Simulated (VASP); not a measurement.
ZnSe, 2 atoms in the cell. The structure is cubic, space group F-43m (No. 216). The conventional cell has a = 5.733 Å, b = 5.733 Å, c = 5.733 Å, α = 90.00°, β = 90.00°, γ = 90.00°. Within 3.3 Å of Zn (site symmetry -43m) lie 4 Se at 2.48 Å. Se (site symmetry -43m) has 4 Zn at 2.48 Å within 3.3 Å. 

| Property | Result |
| --- | --- |
| Program | VASP 6.6.1 |
| Task | vibrations by perturbation theory |
| Functional | PBE |
| Potentials or basis | VASP PAW PBE potentials, release 64 (Zn, Se) |
| Cutoff | 520 eV |
| k mesh | 8 × 8 × 8 |
| Occupations | gaussian, width 0.01 eV |
| Spin | no spin polarisation |
| Dipole correction | no |
| Further INCAR settings | ALGO = Normal; EDIFF = 1e-08; IBRION = 8; NSW = 1 |

Potentials or basis: VASP PAW PBE potentials, release 64 (Zn, Se).

The run is started by

```console
$ cat potpaw_PBE.64/Zn/POTCAR potpaw_PBE.64/Se/POTCAR > POTCAR
$ mpirun -np 1 vasp_std > vasp.out
```

Hardware: 1 thread of AMD EPYC 9R45 96-Core Processor (Zen 5), on a shared host.

Q: How long does it take, and how much memory?

A: Run time: 5.2 min on 1 thread of AMD EPYC 9R45 96-Core Processor (Zen 5), with other jobs on the host, peak memory 0.28 GiB. Counts: scf iterations 218, k points 29.
